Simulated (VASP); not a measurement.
# Cu12O in VASP: single point with PBE

Aim: the single point of Cu12O with PBE.

All numbers are computed with VASP 6.6.1; they aren't measurements. Logs are shortened: lines on timing, memory, paths and dates and some standing lists are left out, and cuts for length are marked.

## 1. The cell of the first run

The cell holds a slab with vacuum, 13 atoms: a = 5.133 Å, b = 5.133 Å, c = 19.624 Å, α = 90.00°, β = 90.00°, γ = 120.00°.

## 2. Single point, PBE

Input file INCAR:

```
SYSTEM = Cu12O
PREC     = Accurate       ! precision mode
ENCUT    = 520            ! plane-wave cutoff, eV
EDIFF    = 1E-7           ! SCF threshold, eV
ISMEAR   = 0              ! smearing method
SIGMA    = 0.1            ! smearing width, eV
LREAL    = .False.        ! projectors in reciprocal space
LASPH    = .True.         ! aspherical terms in the spheres
NELM     = 60             ! most SCF steps
ALGO     = Normal         ! electronic algorithm
ISIF     = 2              ! what is computed and relaxed
LWAVE    = .False.        ! write WAVECAR
LCHARG   = .False.        ! write CHGCAR
LDIPOL   = .True.       
IDIPOL   = 3            
DIPOL    = 0.5 0.5 0.322
GGA      = PE             ! functional
NBANDS   = 81             ! bands
```

Input file KPOINTS:

```
regular mesh
0
Gamma
  6 6 1
  0 0 0
```

Input file POSCAR:

```
Cu12O
1.0
    5.1332392722      0.0000000000      0.0000000000
   -2.5666196361      4.4455156134      0.0000000000
    0.0000000000      0.0000000000     19.6236279128
Cu O
12 1
Direct
    0.3333333333      0.1666666667      0.2038359073
    0.3333333333      0.6666666667      0.2038359073
    0.8333333333      0.1666666667      0.2038359073
    0.8333333333      0.6666666667      0.2038359073
    0.1666666667      0.3333333333      0.3089002473
    0.1666666667      0.8333333333      0.3089002473
    0.6666666667      0.3333333333      0.3089002473
    0.6666666667      0.8333333333      0.3089002473
    0.0000000000      0.0000000000      0.4139717665
    0.0000000000      0.5000000000      0.4139717665
    0.5000000000      0.0000000000      0.4139717665
    0.5000000000      0.5000000000      0.4139717665
    0.0833333333      0.3333333333      0.4811571051
```

Potentials or basis: VASP PAW PBE potentials, release 64 (Cu, O).

On the command line:

```sh
cat potpaw_PBE.64/Cu/POTCAR potpaw_PBE.64/O/POTCAR > POTCAR
mpirun -np 1 vasp_std > vasp.out
```

OUTCAR:

```text
SYSTEM = Cu12O
   PREC = Accurate
   ENCUT = 520
   EDIFF = 1E-7
   ISMEAR = 0
   LREAL = .False.
   LASPH = .True.
   NELM = 60
   ISIF = 2
   GGA = PE

 ion  position               nearest neighbor table
   1  0.333  0.167  0.204-   5 2.54   6 2.54   7 2.54   4 2.57   2 2.57   2 2.57   4 2.57   3 2.57
                             3 2.57
   2  0.333  0.667  0.204-   6 2.54   5 2.54   8 2.54   3 2.57   1 2.57   1 2.57   3 2.57   4 2.57
                             4 2.57
   3  0.833  0.167  0.204-   7 2.54   8 2.54   5 2.54   4 2.57   2 2.57   4 2.57   2 2.57   1 2.57
                             1 2.57
   4  0.833  0.667  0.204-   8 2.54   7 2.54   6 2.54   3 2.57   1 2.57   3 2.57   1 2.57   2 2.57
                             2 2.57
   5  0.167  0.333  0.309-   1 2.54   2 2.54   3 2.54   9 2.54  12 2.54  10 2.54   8 2.57   6 2.57
                             6 2.57   8 2.57   7 2.57   7 2.57
   6  0.167  0.833  0.309-   2 2.54   1 2.54   4 2.54  10 2.54  11 2.54   9 2.54   7 2.57   5 2.57
                             5 2.57   7 2.57   8 2.57   8 2.57
   7  0.667  0.333  0.309-   3 2.54   4 2.54   1 2.54  11 2.54  10 2.54  12 2.54   8 2.57   6 2.57
                             8 2.57   6 2.57   5 2.57   5 2.57
   8  0.667  0.833  0.309-   4 2.54   3 2.54   2 2.54  12 2.54   9 2.54  11 2.54   7 2.57   5 2.57
                             7 2.57   5 2.57   6 2.57   6 2.57
   9  0.000  0.000  0.414-  13 2.03   5 2.54   8 2.54   6 2.54  12 2.57  10 2.57  10 2.57  12 2.57
                            11 2.57  11 2.57
  10  0.000  0.500  0.414-  13 1.74   6 2.54   7 2.54   5 2.54  11 2.57   9 2.57   9 2.57  11 2.57
                            12 2.57  12 2.57
  11  0.500  0.000  0.414-   7 2.54   6 2.54   8 2.54  10 2.57  12 2.57  12 2.57  10 2.57   9 2.57
                             9 2.57
  12  0.500  0.500  0.414-  13 2.28   8 2.54   5 2.54   7 2.54  11 2.57   9 2.57  11 2.57   9 2.57
                            10 2.57  10 2.57
  13  0.083  0.333  0.481-  10 1.74   9 2.03  12 2.28

  LATTYP: Found a hexagonal cell.
 ALAT       =     5.1332392722
 C/A-ratio  =     3.8228547068

  Lattice vectors:

 A1 = (   5.1332392722,   0.0000000000,   0.0000000000)
 A2 = (  -2.5666196361,   4.4455156134,   0.0000000000)
 A3 = (   0.0000000000,   0.0000000000,  19.6236279128)

Analysis of symmetry for initial positions (statically):
=====================================================================
 Subroutine PRICEL returns:
 Original cell was already a primitive cell.

 Routine SETGRP: Setting up the symmetry group for a
 hexagonal supercell.

 Subroutine GETGRP returns: Found  1 space group operations
 (whereof  1 operations were pure point group operations)
 out of a pool of 24 trial point group operations.

The static configuration has the point symmetry C_1 .

Analysis of symmetry for dynamics (positions and initial velocities):
=====================================================================
 Subroutine PRICEL returns:
 Original cell was already a primitive cell.

 Routine SETGRP: Setting up the symmetry group for a
 hexagonal supercell.

 Subroutine GETGRP returns: Found  1 space group operations
 (whereof  1 operations were pure point group operations)
 out of a pool of 24 trial point group operations.

The dynamic configuration has the point symmetry C_1 .

 Subroutine INISYM returns: Found  1 space group operations
 (whereof  1 operations are pure point group operations),
 and found     1 'primitive' translations

----------------------------------------------------------------------------------------

                                     Primitive cell

  volume of cell :     447.8091

  direct lattice vectors                    reciprocal lattice vectors
     5.133239272  0.000000000  0.000000000     0.194808764  0.112472893  0.000000000
    -2.566619636  4.445515613  0.000000000     0.000000000  0.224945785  0.000000000
     0.000000000  0.000000000 19.623627913     0.000000000  0.000000000  0.050958977

  length of vectors
     5.133239272  5.133239272 19.623627913     0.224945785  0.224945785  0.050958977

  position of ions in fractional coordinates (direct lattice)
     0.333333333  0.166666667  0.203835907
     0.333333333  0.666666667  0.203835907
     0.833333333  0.166666667  0.203835907
     0.833333333  0.666666667  0.203835907
     0.166666667  0.333333333  0.308900247
     0.166666667  0.833333333  0.308900247
     0.666666667  0.333333333  0.308900247
     0.666666667  0.833333333  0.308900247
     0.000000000  0.000000000  0.413971766
     0.000000000  0.500000000  0.413971766
     0.500000000  0.000000000  0.413971766
     0.500000000  0.500000000  0.413971766
     0.083333333  0.333333333  0.481157105

  ion indices of the primitive-cell ions
   primitive index   ion index
                 1           1
                 2           2
                 3           3
                 4           4
                 5           5
                 6           6
                 7           7
                 8           8
                 9           9
                10          10
                11          11
                12          12
                13          13

----------------------------------------------------------------------------------------

 KPOINTS: regular mesh

Automatic generation of k-mesh.
 Grid dimensions read from file:
 generate k-points for:    6    6    1

 Generating k-lattice:

  Cartesian coordinates                     Fractional coordinates (reciprocal lattice)
     0.032468127  0.018745482  0.000000000     0.166666667 -0.000000000  0.000000000
     0.000000000  0.037490964  0.000000000     0.000000000  0.166666667  0.000000000
     0.000000000  0.000000000  0.050958977     0.000000000  0.000000000  1.000000000

  Length of vectors
     0.037490964  0.037490964  0.050958977

  Shift w.r.t. Gamma in fractional coordinates (k-lattice)
     0.000000000  0.000000000  0.000000000

 Subroutine IBZKPT returns following result:
 ===========================================

 Found     20 irreducible k-points:

 Following reciprocal coordinates:
            Coordinates               Weight
  0.000000  0.000000  0.000000      1.000000
  0.166667 -0.000000  0.000000      2.000000
  0.000000  0.166667  0.000000      2.000000
 -0.166667  0.166667  0.000000      2.000000
  0.333333  0.000000  0.000000      2.000000
  0.000000  0.333333  0.000000      2.000000
[... 12 lines left out ...]
  0.500000 -0.166667  0.000000      2.000000
  0.333333  0.333333  0.000000      2.000000
   k-points           NKPTS =     20   k-points in BZ     NKDIM =     20   number of bands    NBANDS=     81
   number of dos      NEDOS =    301   number of ions     NIONS =     13
   total plane-waves  NPLWV = 240000
   dimension x,y,z NGX =    40 NGY =   40 NGZ =  150
   dimension x,y,z NGXF=    80 NGYF=   80 NGZF=  300
   ions per type =              12   1
   NGX,Y,Z   is equivalent  to a cutoff of  12.95, 12.95, 12.71 a.u.
   NGXF,Y,Z  is equivalent  to a cutoff of  25.91, 25.91, 25.42 a.u.
 SYSTEM =  Cu12O
   PREC   = accura    normal or accurate (medium, high low for compatibility)
   ISTART =      0    job   : 0-new  1-cont  2-samecut
   ICHARG =      2    charge: 1-file 2-atom 10-const
   ISPIN  =      1    spin polarized calculation?
   LNONCOLLINEAR =      F non collinear calculations
   LSORBIT =      F    spin-orbit coupling
   LASPH  =      T    aspherical Exc in radial PAW
   ENCUT  =  520.0 eV  38.22 Ry    6.18 a.u.   9.54  9.54 36.49*2*pi/ulx,y,z
   NELM   =     60;   NELMIN=  2; NELMDL= -5     # of ELM steps
   EDIFF  = 0.1E-06   stopping-criterion for ELM
   LREAL  =      F    real-space projection
   EDIFFG = 0.1E-05   stopping-criterion for IOM
   NSW    =      0    number of steps for IOM
   IBRION =     -1    ionic relax: 0-MD 1-quasi-New 2-CG
   NFREE  =      0    steps in history (QN), initial steepest desc. (CG)
   ISIF   =      2    stress and relaxation
   ISYM   =      2    0-nonsym 1-usesym 2-fastsym
   POTIM  = 0.5000    time-step for ionic-motion
   TEBEG  =    0.0;   TEEND  =   0.0 temperature during run
   PSTRESS=    0.0 pullay stress
   NELECT =     138.0000    total number of electrons
   NUPDOWN=      -1.0000    fix difference up-down
   EMIN   =  10.00;   EMAX   =-10.00  energy-range for DOS
   EFERMI =   0.00;   METHOD = LEGACY
   ISMEAR =     0;   SIGMA  =   0.10  broadening in eV -4-tet -1-fermi 0-gaus
   EFERMI_NEDOS =   21; number of points for ismear=-14 and -15
   IALGO  =     38    algorithm
   IMIX   =      4    mixing-type and parameters
     AMIX     =   0.40;   BMIX     =  1.00
     AMIX_MAG =   1.60;   BMIX_MAG =  1.00
  volume/ion in A,a.u.               =      34.45       232.46
  Fermi-wavevector in a.u.,A,eV,Ry     =   1.105784  2.089628 16.636629  1.222758
  Thomas-Fermi vector in A             =   2.242276
   LORBIT       =      0    0 simple, 1 ext, 2 COOP (PROOUT), +10 PAW based schemes
   GGA     = PE    functional components
   LHFCALC =     F    Hartree Fock is set to
   AEXX    =    0.0000 exact exchange contribution
   IVDW    =     0    specifies the selected vdW correction
   LEPSILON=     F    determine dielectric tensor
   LRPA    =     F    only Hartree local field effects (RPA)
 non-spin polarized calculation
 Gauss-broadening in eV      SIGMA  =   0.10
  energy-cutoff  :      520.00
  volume of cell :      447.81
 maximum number of plane-waves:     12133
 NGX is ok and might be reduce to    40
   NGX = 19   NGY = 19   NGZ = 73

 dipolmoment           0.000000      0.000000     -0.344688 electrons x Angstroem

 number of electron     138.0000023 magnetization

 dipolmoment           0.000000      0.000000      0.169523 electrons x Angstroem

 Free energy of the ion-electron system (eV)
  ---------------------------------------------------
  ext. energy  EPLUGINS =         0.00000000
  ---------------------------------------------------
  free energy    TOTEN  =       -46.88279554 eV

  energy without entropy =      -46.83901981  energy(sigma->0) =      -46.86090767

 E-fermi :  -1.0979     XC(G=0):  -5.0916

 val. band max:       -1.1106519447   @ k =   0.3333   0.3333   0.0000
 cond. band min:      -1.0946536484   @ k =   0.0000   0.5000   0.0000
 fundamental gap:      0.0159982964
 Fermi energy:        -1.0978939153

 k-point     1 :       0.0000    0.0000    0.0000
  band No.  band energies     occupation
      1     -18.8531      2.00000
      2      -9.6967      2.00000
      3      -7.6591      2.00000
      4      -6.3302      2.00000
      5      -6.0880      2.00000
      6      -6.0509      2.00000
[... 1669 lines left out ...]
     80       4.6199      0.00000
     81       5.0692      0.00000

------------------------ aborting loop because EDIFF is reached ----------------------------------------

 vacuum level on the upper side and lower side of the slab       (xc-potential included)         0.598        -0.712

  FORCE on cell =-STRESS in cart. coord.  units (eV):
  Direction    XX          YY          ZZ          XY          YZ          ZX
  --------------------------------------------------------------------------------------
  -------------------------------------------------------------------------------------
  Total       -1.9494235     -1.8066359      1.4951183     -1.5685369     -1.6198909      2.1576887
  in kB       -6.9746726     -6.4638055      5.3492537     -5.6119317     -5.7956668      7.7198067
  external PRESSURE =      -2.6964081 kB  Pullay stress =       0.0000000 kB

 VOLUME and BASIS-vectors are now :
 -----------------------------------------------------------------------------
  energy-cutoff  :      520.00
  volume of cell :      447.81
      direct lattice vectors                 reciprocal lattice vectors
     5.133239272  0.000000000  0.000000000     0.194808764  0.112472893  0.000000000
    -2.566619636  4.445515613  0.000000000     0.000000000  0.224945785  0.000000000
     0.000000000  0.000000000 19.623627913     0.000000000  0.000000000  0.050958977

 POSITION                                       TOTAL-FORCE (eV/Angst)
 -----------------------------------------------------------------------------------
      1.28331      0.74092      4.00000         0.016084      0.002919     -0.079339
     -0.00000      2.96368      4.00000         0.013373      0.006257     -0.048776
      3.84993      0.74092      4.00000        -0.007285     -0.003648     -0.020135
      2.56662      2.96368      4.00000        -0.009003     -0.003373     -0.172825
      0.00000      1.48184      6.06174         0.040674      0.004002     -0.255606
     -1.28331      3.70460      6.06174        -0.081608     -0.013435      0.135676
      2.56662      1.48184      6.06174        -0.049336      0.062833      0.054517
      1.28331      3.70460      6.06174         0.045687     -0.056278      0.038930
      0.00000      0.00000      8.12363         0.024174      0.136022      0.688891
     -1.28331      2.22276      8.12363        -1.290492      1.203460     -0.904842
      2.56662      0.00000      8.12363        -0.012722      0.028147     -0.083284
      1.28331      2.22276      8.12363        -0.297801     -0.140124      0.491856
     -0.42777      1.48184      9.44205         1.608255     -1.226782      0.154937
 -----------------------------------------------------------------------------------
    total drift:                               -0.000091     -0.000077     -0.006116

  FREE ENERGIE OF THE ION-ELECTRON SYSTEM (eV)
  ---------------------------------------------------
  free  energy   TOTEN  =       -46.8827955411 eV

  energy  without entropy=      -46.8390198073  energy(sigma->0) =      -46.86090767

 vacuum level on the upper side and lower side of the slab         4.980         3.616
```

It took 20 min on 1 thread of AMD EPYC 9R45 (Zen 5), shared host; peak memory 0.83 GiB.

Results:

```yaml
Free_energy: -46.8828 eV
Largest_force: 2.029 eV/Å
Band_gap_on_the_k_mesh: zero (bands 69 and 70 overlap by 0.19 eV)
```

Forces in eV/Å, atoms in the order of the input:
```
Cu   0.016  0.003 -0.079
Cu   0.013  0.006 -0.049
Cu  -0.007 -0.004 -0.020
Cu  -0.009 -0.003 -0.173
Cu   0.041  0.004 -0.256
Cu  -0.082 -0.013  0.136
Cu  -0.049  0.063  0.055
Cu   0.046 -0.056  0.039
Cu   0.024  0.136  0.689
Cu  -1.290  1.203 -0.905
Cu  -0.013  0.028 -0.083
Cu  -0.298 -0.140  0.492
O    1.608 -1.227  0.155
```

Levels at points of the mesh, in eV from the Fermi level:
```tsv
k point	band 65	band 66	band 67	band 68	band 69	band 70	band 71	band 72	band 73	band 74
(0.00, 0.00, 0.00)	-1.25	-1.11	-0.69	-0.02	0.17	0.25	0.66	1.14	1.29	1.37
(0.50, 0.00, 0.00)	-1.53	-0.98	-0.90	-0.56	-0.01	0.07	0.78	0.95	1.44	2.03
(0.00, 0.50, 0.00)	-1.53	-1.05	-0.94	-0.45	0.00	0.06	0.78	1.03	1.44	2.00
(0.50, 0.50, 0.00)	-1.54	-1.10	-0.93	-0.38	0.02	0.04	0.77	1.09	1.50	1.94
```

With open d or f shells a metallic result of PBE can be an artefact of self-interaction; +U or a hybrid may open a gap.
